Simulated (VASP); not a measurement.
# HCl in VASP: further runs, part 3 of 3

VASP 6.6.1.

**7. Single point, PBE**

File INCAR:

```
SYSTEM = HCl
  ALGO = Normal
  EDIFF = 1E-6
  ENCUT = 910
  GGA = PE
  GGA_COMPAT = .FALSE.
  ISIF = 2
  ISMEAR = -1
  LASPH = .TRUE.
  LCHARG = .FALSE.
  LREAL = Auto
  LWAVE = .FALSE.
  NBANDS = 56
  NELM = 120
  PREC = Accurate
  SIGMA = 0.05
```

File KPOINTS:

```
k-points
0
G
  1 1 1
  0 0 0
```

File POSCAR:

```
HCl
1.0
    7.4168600000      0.0000000000      0.0000000000
    0.0000000000      7.4168600000      0.0000000000
    0.0000000000      0.0000000000      7.4168600000
Cl H
10 10
Direct
    0.2694401674      0.0821776331      0.4225912313
    0.0799664548      0.5069935256      0.3949380196
    0.6743824206      0.2732962467      0.3732576859
    0.4311662887      0.2716243801     -0.0802226279
    0.6643107730      0.7766629005      0.1271832015
    0.8399106900      0.5260581971      0.8246077181
    0.1953791766      0.7139544228      0.9557818268
    0.5221886351      0.6793845374      0.5459992504
    0.9809272388      0.1452501463      0.0534592806
    0.8934373846      0.9342363210      0.6071167583
    0.3639545576     -0.0494279250      0.4971376027
    0.0816518041      0.5127911272      0.2199987596
    0.8094395742      0.3571727119      0.4400784159
    0.3858640988      0.1895411266      0.0682499063
    0.7074557158      0.6465269669      0.0184174974
    0.8493351634      0.7016446313      0.7738315136
    0.3576176441      0.7326550589      1.0018660188
    0.5836162473      0.6702027543      0.3749295524
    0.8220325043      0.1436996249      0.1430120024
    1.0379729427      1.0414784693      0.6372103559
```

Run with:

```
> cat potpaw_PBE.64/Cl/POTCAR potpaw_PBE.64/H_h/POTCAR > POTCAR
> mpirun -np 1 vasp_gam > vasp.out
```

Wall time 2.2 min (1 thread of Intel Xeon 6975P-C (Granite Rapids), shared host); peak memory 0.89 GiB.

It converged, with:

```
Free energy            : -60.8966 eV
Pressure               : 1.4 GPa
Largest force          : 1.400 eV/Å
Band gap on the k mesh : 5.29 eV
```

Forces on the atoms (eV/Å):
```
Cl   0.498 -0.395  0.226
Cl   0.049  0.068 -0.121
Cl  -0.718 -0.278 -0.146
Cl  -0.056 -0.252  0.298
Cl  -0.450  0.718  0.624
Cl   0.058  0.671 -0.330
Cl  -0.711 -0.098 -0.302
Cl  -0.048  0.099 -0.762
Cl  -1.096 -0.041  0.444
Cl   0.745  0.728  0.369
H   -0.213  0.270 -0.280
H    0.015  0.010  0.135
H    0.571  0.257  0.025
H    0.061  0.200 -0.308
H    0.261 -0.557 -0.393
H    0.131 -0.936  0.001
H    1.019  0.183  0.366
H   -0.353  0.132  0.893
H    1.248  0.160 -0.503
H   -1.011 -0.939 -0.238
```

Stress tensor (GPa, compression positive):
```
 2.15 -0.21  0.48
-0.21  0.89  0.51
 0.48  0.51  1.02
```

Levels at points of the mesh, in eV from the valence-band top:
| k point | band 38 | band 39 | band 40 | band 41 | band 42 | band 43 |
| --- | --- | --- | --- | --- | --- | --- |
| (0.00, 0.00, 0.00) | -0.17 | -0.05 | 0.00 | 5.29 | 6.33 | 6.52 |

Caveat: the k points lie up to 0.85 Å⁻¹ apart.
